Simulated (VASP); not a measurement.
Here is a VASP 6.6.1 calculation.

File POSCAR:

```
SiC
1.0
    3.0753564100      0.0000000000      0.0000000000
   -1.5376782050      2.6633367767      0.0000000000
    0.0000000000      0.0000000000      5.0481087359
Si C
2 2
Direct
    0.3333333333      0.6666666667      0.4995917744
    0.6666666667      0.3333333333      0.9995917744
    0.3333333333      0.6666666667      0.8754082256
    0.6666666667      0.3333333333      0.3754082256
```

INCAR.step1

```
PREC = Accurate
ENCUT = 520
EDIFF = 1E-5
ISMEAR = 0
SIGMA = 0.01
LREAL = False
LASPH = True
NELM = 80
ALGO = Normal
ISIF = 2
LWAVE = True
LCHARG = False
GGA = PE
NBANDS = 16
```

File INCAR.step2:

```
PREC = Accurate
ENCUT = 520
EDIFF = 1E-6
ISMEAR = 0
SIGMA = 0.01
LREAL = False
LASPH = True
NELM = 80
ALGO = Normal
ISIF = 2
LWAVE = False
LCHARG = False
GGA = PE
LHFCALC = True
HFSCREEN = 0.2079
PRECFOCK = Normal
ISTART = 1
NBANDS = 16
```

The input KPOINTS:

```
regular mesh
0
Gamma
  6 6 4
```

Potentials or basis: VASP PAW PBE potentials, release 64 (Si, C).

Command:

```bash
$ cat potpaw_PBE.64/Si/POTCAR potpaw_PBE.64/C/POTCAR > POTCAR
$ cp INCAR.step1 INCAR
$ mpirun -np 1 vasp_std > vasp.out
$ cp INCAR.step2 INCAR
$ mpirun -np 1 vasp_std > vasp.out
```

Problem. What does it give for the pressure?

Solution. -1.6 GPa.

Problem. What does it give for the band gap on the k mesh?

Solution. 3.16 eV (least direct gap 5.06 eV).

Problem. What does it give for the largest force?

Solution. 0.018 eV/Å.

Forces in eV/Å, atoms in the order of the input:
```
Si   0.000  0.000 -0.018
Si   0.000  0.000 -0.018
C    0.000  0.000  0.018
C    0.000  0.000  0.018
```

Caveat: the PAW data sets were made with another functional, which shifts forces and pressure a little. A k mesh can miss the band edges.
